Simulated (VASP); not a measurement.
Here is a VASP 6.6.1 calculation.

The input INCAR:

```
  PREC = Accurate
  ENCUT = 520
  EDIFF = 1E-6
  ISMEAR = 0
  SIGMA = 0.1
  LREAL = F
  LASPH = T
  NELM = 100
  ALGO = Normal
  ISIF = 2
  LWAVE = F
  LCHARG = F
  GGA = PE
  NBANDS = 9
```

The input KPOINTS:

```
regular mesh
0
Gamma
  14 14 14
```

Contents of POSCAR:

```
Se
1.0
    2.8233791874      0.0000000000      0.0000000000
    0.0000000000      2.8233791874      0.0000000000
    0.0000000000      0.0000000000      2.8233791874
Se
1
Direct
    0.0000000000      0.0000000000      0.0000000000
```

Potentials or basis: VASP PAW PBE potentials, release 64 (Se).

Run with:

```sh
$ cat potpaw_PBE.64/Se/POTCAR > POTCAR
$ mpirun -np 1 vasp_std > vasp.out
```

Estimate the pressure.

0.5 GPa.

What does it give for the band gap on the k mesh?

Zero (band 3 reaches 7.56 eV, above the bottom of band 4 at 1.41 eV).

Caveat: the cell differs from its parent crystal (strained).
